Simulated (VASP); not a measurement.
The system is SrTiO3.

```
Sr Ti O
1.0
     3.90620    0.00000    0.00000
     0.00000    3.90620    0.00000
     0.00000    0.00000    4.39002
Sr Ti O
1 1 3
Cartesian
  1.9531 1.9531 2.1950
  0.0000 0.0000 0.0000
  0.0000 0.0000 2.1950
  0.0000 1.9531 0.0000
  1.9531 0.0000 0.0000
```

The cell was built from a structure type or drawn by symmetry, and may not be a known phase.

* Program: VASP 6.6.1
* Task: relaxation of cell and atoms
* Functional: PBE
* Potentials or basis: VASP PAW PBE potentials, release 64 (Sr_sv, Ti_sv, O)
* Cutoff: 600 eV
* k mesh: 4 × 4 × 4
* Occupations: gaussian, width 0.1 eV
* Spin: collinear spin
* Starting moments: [0.0, 1.0, 0.0, 0.0, 0.0] μB

At the start: pressure -10.0 GPa; volume 13.40 Å³/atom.

Problem. How do energy, volume and symmetry change on relaxing?

Solution. Over 7 steps the energy falls by 96.2 meV/atom and the volume is 12.23 Å³/atom (-8.7 %); space group P4/mmm (No. 123, to 0.1 Å) before, Pm-3m (No. 221, to 0.1 Å); moment 0.00 μB per cell.

Step by step:
| step | energy change (eV) | largest force (eV/Å) | pressure (GPa) | volume (Å³) |
| --- | --- | --- | --- | --- |
| 1 | 0.0000 | 0.0000 | -9.96 | 66.98 |
| 2 | -0.3438 | 0.0000 | 6.97 | 59.17 |
| 3 | -0.3504 | 0.0000 | 4.46 | 60.02 |
| 4 | -0.4694 | 0.0000 | 3.15 | 60.08 |
| 5 | -0.4706 | 0.0000 | 3.14 | 60.08 |
| 6 | -0.4737 | 0.0000 | -2.40 | 62.06 |
| 7 | -0.4809 | 0.0000 | 0.04 | 61.15 |

Final structure:
```cif
data_structure
_symmetry_space_group_name_H-M 'P 1'
_symmetry_Int_Tables_number 1
_cell_length_a 3.9368
_cell_length_b 3.9368
_cell_length_c 3.9453
_cell_angle_alpha 90.000
_cell_angle_beta 90.000
_cell_angle_gamma 90.000
_cell_volume 61.15
loop_
_atom_site_label
_atom_site_type_symbol
_atom_site_fract_x
_atom_site_fract_y
_atom_site_fract_z
_atom_site_occupancy
Sr1 Sr 0.50000 0.50000 0.50000 1
Ti1 Ti 0.00000 0.00000 0.00000 1
O1 O 0.00000 0.00000 0.50000 1
O2 O 0.00000 0.50000 0.00000 1
O3 O 0.50000 0.00000 0.00000 1
```
